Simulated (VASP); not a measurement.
# Ta (Im-3m) in VASP: further runs, part 2 of 2

VASP 6.6.1. Earlier steps stand in the parts before.

### Step 5. Single point, PBE

This run uses another cell than the first one, of 17.65 Å³/atom, 1.043 times its volume.

File INCAR:

```
PREC     = Accurate       # precision mode
ENCUT    = 520            # plane-wave cutoff, eV
EDIFF    = 1E-7           # SCF threshold, eV
ISMEAR   = -1             # smearing method
SIGMA    = 0.05           # smearing width, eV
LREAL    = False          # projectors in reciprocal space
LASPH    = True           # aspherical terms in the spheres
NELM     = 60             # most SCF steps
ALGO     = Normal         # electronic algorithm
ISIF     = 2              # what is computed and relaxed
LWAVE    = False          # write WAVECAR
LCHARG   = False          # write CHGCAR
GGA      = PE             # functional
NBANDS   = 12             # bands
```

File KPOINTS:

```
regular mesh
0
Gamma
  11 11 11
```

File POSCAR:

```
Ta
1.0
   -1.6401972500      1.6401972500      1.6401972500
    1.6401972500     -1.6401972500      1.6401972500
    1.6401972500      1.6401972500     -1.6401972500
Ta
1
Direct
    0.0000000000      0.0000000000      0.0000000000
```

Potentials or basis: VASP PAW PBE potentials, release 64 (Ta_pv).

Started as:

```bash
> cat potpaw_PBE.64/Ta_pv/POTCAR > POTCAR
> mpirun -np 1 vasp_std > vasp.out
```

OUTCAR:

```text
PREC = Accurate
   ENCUT = 520
   EDIFF = 1E-7
   ISMEAR = -1
   LREAL = False
   LASPH = True
   NELM = 60
   ISIF = 2
   GGA = PE

 ion  position               nearest neighbor table
   1  0.000  0.000  0.000-

  LATTYP: Found a body centered cubic cell.
 ALAT       =     3.2803945000

  Lattice vectors:

 A1 = (  -1.6401972500,   1.6401972500,   1.6401972500)
 A2 = (   1.6401972500,  -1.6401972500,   1.6401972500)
 A3 = (   1.6401972500,   1.6401972500,  -1.6401972500)

Analysis of symmetry for initial positions (statically):
=====================================================================
 Subroutine PRICEL returns:
 Original cell was already a primitive cell.

 Routine SETGRP: Setting up the symmetry group for a
 body centered cubic supercell.

 Subroutine GETGRP returns: Found 48 space group operations
 (whereof 48 operations were pure point group operations)
 out of a pool of 48 trial point group operations.

The static configuration has the point symmetry O_h .

Analysis of symmetry for dynamics (positions and initial velocities):
=====================================================================
 Subroutine PRICEL returns:
 Original cell was already a primitive cell.

 Routine SETGRP: Setting up the symmetry group for a
 body centered cubic supercell.

 Subroutine GETGRP returns: Found 48 space group operations
 (whereof 48 operations were pure point group operations)
 out of a pool of 48 trial point group operations.

The dynamic configuration has the point symmetry O_h .

 Subroutine INISYM returns: Found 48 space group operations
 (whereof 48 operations are pure point group operations),
 and found     1 'primitive' translations

----------------------------------------------------------------------------------------
[... 108 lines left out ...]
   IALGO  =     38    algorithm
   IMIX   =      4    mixing-type and parameters
     AMIX     =   0.40;   BMIX     =  1.00
     AMIX_MAG =   1.60;   BMIX_MAG =  1.00
  volume/ion in A,a.u.               =      17.65       119.11
  Fermi-wavevector in a.u.,A,eV,Ry     =   1.398373  2.642542 26.605466  1.955447
  Thomas-Fermi vector in A             =   2.521537
   LORBIT       =      0    0 simple, 1 ext, 2 COOP (PROOUT), +10 PAW based schemes
   GGA     = PE    functional components
   LHFCALC =     F    Hartree Fock is set to
   AEXX    =    0.0000 exact exchange contribution
   IVDW    =     0    specifies the selected vdW correction
   LEPSILON=     F    determine dielectric tensor
   LRPA    =     F    only Hartree local field effects (RPA)
 non-spin polarized calculation
  energy-cutoff  :      520.00
  volume of cell :       17.65
 maximum number of plane-waves:       486
 NGX is ok and might be reduce to    24
   NGX = 11   NGY = 11   NGZ = 11

 number of electron      11.0000002 magnetization

 Free energy of the ion-electron system (eV)
  ---------------------------------------------------
  ext. energy  EPLUGINS =         0.00000000
  ---------------------------------------------------
  free energy    TOTEN  =       -11.80748135 eV

  energy without entropy =      -11.80023650  energy(sigma->0) =      -11.80385893

 E-fermi :   5.6515     XC(G=0): -12.7215

 val. band max:        5.5640430700   @ k =   0.1818   0.0000   0.0000
 cond. band min:       5.7156069283   @ k =   0.3636   0.1818   0.0909
 fundamental gap:      0.1515638583
 Fermi energy:         5.6515081700

 k-point     1 :       0.0000    0.0000    0.0000
  band No.  band energies     occupation
      1     -27.3358      2.00000
      2     -27.3358      2.00000
      3     -27.3358      2.00000
      4      -2.3421      2.00000
      5       6.3881      0.00000
      6       6.3881      0.00000
      7       6.3881      0.00000
      8       9.7333      0.00000
      9       9.7334      0.00000
     10      20.4215      0.00000
     11      20.7583      0.00000
     12      20.7583      0.00000
[... 331 lines left out ...]
 k-point    24 :       0.3636    0.1818    0.0909
  band No.  band energies     occupation
      1     -28.3707      2.00000
      2     -27.9068      2.00000
      3     -27.5426      2.00000
      4       2.7696      2.00000
      5       4.0250      2.00000
      6       5.7156      0.43443
      7      10.1853      0.00000
      8      10.7751      0.00000
      9      15.0141      0.00000
     10      16.0143      0.00000
     11      19.2578      0.00000
     12      20.4274      0.00000

 [... further k-points ...]
[... 5 lines left out ...]
  --------------------------------------------------------------------------------------
  -------------------------------------------------------------------------------------
  Total        0.7804963      0.7804963      0.7804963     -0.0000000     -0.0000000      0.0000000
  in kB       70.8489162     70.8489162     70.8489162     -0.0000000     -0.0000000      0.0000000
  external PRESSURE =      70.8489162 kB  Pullay stress =       0.0000000 kB

 VOLUME and BASIS-vectors are now :
 -----------------------------------------------------------------------------
  energy-cutoff  :      520.00
  volume of cell :       17.65
      direct lattice vectors                 reciprocal lattice vectors
    -1.640197250  1.640197250  1.640197250     0.000000000  0.304841384  0.304841384
     1.640197250 -1.640197250  1.640197250     0.304841384  0.000000000  0.304841384
     1.640197250  1.640197250 -1.640197250     0.304841384  0.304841384  0.000000000

 POSITION                                       TOTAL-FORCE (eV/Angst)
 -----------------------------------------------------------------------------------
      0.00000      0.00000      0.00000        -0.000000     -0.000000      0.000000
 -----------------------------------------------------------------------------------
    total drift:                                0.000000      0.000000      0.000000

  FREE ENERGIE OF THE ION-ELECTRON SYSTEM (eV)
  ---------------------------------------------------
  free  energy   TOTEN  =       -11.8074813515 eV

  energy  without entropy=      -11.8002365032  energy(sigma->0) =      -11.80385893
```

stdout:

```text
POSCAR found type information on POSCAR Ta
 POSCAR found :  1 types and       1 ions
 scaLAPACK will be used
 LDA part: xc-table for (Slater+PW92), standard interpolation
 POSCAR, INCAR and KPOINTS ok, starting setup
 FFT: planning ... GRIDC
 FFT: planning ... GRID_SOFT
 FFT: planning ... GRID
 WAVECAR not read
 entering main loop
```

Run time: 9.5 s. Hardware: 1 thread of AMD EPYC 9R45 (Zen 5), shared host; peak memory 0.11 GiB.

What came out:

```yaml
Free_energy: -11.8075 eV
Pressure: 7.1 GPa
```

Levels at points of the mesh, in eV from the Fermi level:
| k point | band 1 | band 2 | band 3 | band 4 | band 5 | band 6 | band 7 | band 8 | band 9 | band 10 |
| --- | --- | --- | --- | --- | --- | --- | --- | --- | --- | --- |
| (0.00, 0.00, 0.00) | -32.99 | -32.99 | -32.99 | -7.99 | 0.74 | 0.74 | 0.74 | 4.08 | 4.08 | 14.77 |

Caveat: spin-orbit coupling is left out, which moves the levels of the heavy elements.

### Step 6. Single point, PBE

This run uses another cell than the first one, of 18.37 Å³/atom, 1.085 times its volume.

File INCAR:

```
SYSTEM = Ta
PREC     = Accurate       ! precision mode
ENCUT    = 520            ! plane-wave cutoff, eV
EDIFF    = 1E-6           ! SCF threshold, eV
ISMEAR   = -1             ! smearing method
SIGMA    = 0.05           ! smearing width, eV
LREAL    = .FALSE.        ! projectors in reciprocal space
LASPH    = .TRUE.         ! aspherical terms in the spheres
NELM     = 80             ! most SCF steps
ALGO     = Normal         ! electronic algorithm
ISIF     = 2              ! what is computed and relaxed
LWAVE    = .FALSE.        ! write WAVECAR
LCHARG   = .FALSE.        ! write CHGCAR
GGA      = PE             ! functional
NBANDS   = 12             ! bands
```

File KPOINTS:

```
Automatic mesh
0
G
  11 11 11
  0 0 0
```

File POSCAR:

```
Ta
1.0
   -1.6622159478      1.6622159478      1.6622159478
    1.6622159478     -1.6622159478      1.6622159478
    1.6622159478      1.6622159478     -1.6622159478
Ta
1
Direct
    0.0000000000      0.0000000000      0.0000000000
```

Potentials or basis: VASP PAW PBE potentials, release 64 (Ta_pv).

Started as:

```bash
> cat potpaw_PBE.64/Ta_pv/POTCAR > POTCAR
> mpirun -np 1 vasp_std > vasp.out
```

Wall time 8.3 s (1 thread of AMD EPYC 9R45 (Zen 5), shared host); peak memory 0.11 GiB.

It converged, with:

| Quantity | Value |
| --- | --- |
| Free energy | -11.8202 eV |
| Pressure | -1.2 GPa |

Levels at points of the mesh, in eV from the Fermi level:
```tsv
k point	band 3	band 4	band 5	band 6	band 7	band 8
(0.00, 0.00, 0.00)	-33.14	-7.83	0.74	0.74	0.74	3.95
```

Caveat: spin-orbit coupling is left out, which moves the levels of the heavy elements.

### Step 7. The runs side by side

| cell | gap on the mesh (eV) | pressure (GPa) |
| --- | --- | --- |
| a = 2.802 Å, angles 109.5°, 1 atom | none | 17.5 |
| a = 2.860 Å, angles 109.5°, 1 atom | none | 2.7 |
| a = 2.821 Å, angles 109.5°, 1 atom | none | 12.0 |
| a = 2.841 Å, angles 109.5°, 1 atom | none | 7.1 |
| a = 2.879 Å, angles 109.5°, 1 atom | none | -1.2 |

Alike in all rows: task single point; level PBE; potentials or basis VASP PAW PBE potentials, release 64 (Ta_pv); no spin polarisation; k mesh 11 × 11 × 11; cutoff (eV) 520; smearing fermi-dirac 0.05 eV.

Caveats: spin-orbit coupling is left out, which moves the levels of the heavy elements.

Total energies depend on the potentials used, so only differences within one code and one set of settings carry meaning.
